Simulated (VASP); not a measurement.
Input of a VASP 6.6.1 run:

Contents of POSCAR:

```
CsPbBr3
1.0
    5.7950451579      0.0000000000      0.0000000000
    0.0000000000      5.7950451579      0.0000000000
    0.0000000000      0.0000000000      5.7950451579
Cs Pb Br
1 1 3
Direct
    0.0000000000      0.0000000000      0.0000000000
    0.5000000000      0.5000000000      0.5000000000
    0.0000000000      0.5000000000      0.5000000000
    0.5000000000      0.0000000000      0.5000000000
    0.5000000000      0.5000000000      0.0000000000
```

The input INCAR.step1:

```
PREC = Accurate
ENCUT = 520
ISMEAR = 0
SIGMA = 0.1
LREAL = F
LASPH = T
NELM = 60
NBANDS = 30
GGA = PE
ALGO = Normal
EDIFF = 1E-4
LWAVE = T
LCHARG = F
```

File INCAR.step2:

```
PREC = Accurate
ENCUT = 520
EDIFF = 1E-6
ISMEAR = 0
SIGMA = 0.1
LREAL = F
LASPH = T
NELM = 60
ALGO = Normal
ISIF = 2
LWAVE = F
LCHARG = F
METAGGA = R2SCAN
LMIXTAU = T
NBANDS = 30
ISTART = 1
```

The input KPOINTS:

```
Automatic mesh
0
Gamma
  4 4 4
```

Potentials or basis: VASP PAW PBE potentials, release 64 (Cs_sv, Pb_d, Br).

Run with:

```bash
$ cat potpaw_PBE.64/Cs_sv/POTCAR potpaw_PBE.64/Pb_d/POTCAR potpaw_PBE.64/Br/POTCAR > POTCAR
$ cp INCAR.step1 INCAR
$ mpirun -np 1 vasp_std > vasp.out
$ cp INCAR.step2 INCAR
$ mpirun -np 1 vasp_std > vasp.out
```

**Question.** Estimate the band gap on the k mesh.

**Answer.** 1.72 eV.

**Question.** Estimate the pressure.

**Answer.** 2.0 GPa.

Caveat: the PAW data sets were made with another functional, which shifts forces and pressure a little; spin-orbit coupling is left out, which moves the levels of the heavy elements. A k mesh can miss the band edges.
